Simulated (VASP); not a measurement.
Wanted: the native input for a VASP 6.6.1 run.

| Item | Value |
| --- | --- |
| Task | single point |
| Functional | r2SCAN |
| Potentials or basis | VASP PAW PBE potentials, release 64 (B_h, N_h) |
| Cutoff | 910 eV |
| k mesh | 10 × 10 × 10 |
| Occupations | gaussian, width 0.05 eV |
| Spin | no spin polarisation |
| Dipole correction | no |
| Second run | hard_potentials |
| Further INCAR settings | ALGO = Normal; EDIFF = 1e-06; NBANDS = 11 |

Crystal: BN (Qingsongite).

```
B N
1.0
     0.00000    1.82557    1.80750
     1.82557    0.00000    1.80750
     1.82557    1.82557    0.00000
B N
1 1
Direct
  0.00000 0.00000 0.00000
  0.25000 0.25000 0.25000
```

One way to write it, as run:

POSCAR

```
BN
1.0
    0.0000000000      1.8255750000      1.8075000000
    1.8255750000      0.0000000000      1.8075000000
    1.8255750000      1.8255750000      0.0000000000
B N
1 1
Direct
    0.0000000000      0.0000000000      0.0000000000
    0.2500000000      0.2500000000      0.2500000000
```

INCAR.step1

```
SYSTEM = BN
PREC     = Accurate       ! precision mode
ENCUT    = 910            ! plane-wave cutoff, eV
ISMEAR   = 0              ! smearing method
SIGMA    = 0.05           ! smearing width, eV
LREAL    = .False.        ! projectors in reciprocal space
LASPH    = .True.         ! aspherical terms in the spheres
NELM     = 120            ! most SCF steps
NBANDS   = 11             ! bands
GGA      = PE             ! functional
ALGO     = Normal         ! electronic algorithm
EDIFF    = 1E-5           ! SCF threshold, eV
LWAVE    = .True.         ! write WAVECAR
LCHARG   = .False.        ! write CHGCAR
GGA_COMPAT= .False.
```

INCAR.step2

```
SYSTEM = BN
PREC     = Accurate       ! precision mode
ENCUT    = 910            ! plane-wave cutoff, eV
EDIFF    = 1E-6           ! SCF threshold, eV
ISMEAR   = 0              ! smearing method
SIGMA    = 0.05           ! smearing width, eV
LREAL    = .False.        ! projectors in reciprocal space
LASPH    = .True.         ! aspherical terms in the spheres
NELM     = 120            ! most SCF steps
ALGO     = Normal         ! electronic algorithm
ISIF     = 2              ! what is computed and relaxed
LWAVE    = .False.        ! write WAVECAR
LCHARG   = .False.        ! write CHGCAR
METAGGA  = R2SCAN         ! meta-GGA
LMIXTAU  = .True.       
NBANDS   = 11             ! bands
ISTART   = 1            
GGA_COMPAT= .False.
```

KPOINTS

```
Automatic mesh
0
Gamma
  10 10 10
  0 0 0
```

Potentials or basis: VASP PAW PBE potentials, release 64 (B_h, N_h).

Run with:

```sh
$ cat potpaw_PBE.64/B_h/POTCAR potpaw_PBE.64/N_h/POTCAR > POTCAR
$ cp INCAR.step1 INCAR
$ mpirun -np 1 vasp_std > vasp.out
$ cp INCAR.step2 INCAR
$ mpirun -np 1 vasp_std > vasp.out
```

Results of the run:

| Property | Result |
| --- | --- |
| Pressure | -9.6 GPa |
| Band gap on the k mesh | 4.79 eV, indirect (least direct gap 9.34 eV) |

Caveat: the cutoff is under 1.25 times the usual one of these potentials, so pressure, stress and relaxed cells hold a basis-set (Pulay) error; the PAW data sets were made with another functional, which shifts forces and pressure a little.

Wall time 52 s on 1 thread of Intel(R) Xeon(R) 6975P-C (Granite Rapids), with other jobs on the host, peak memory 0.17 GiB.
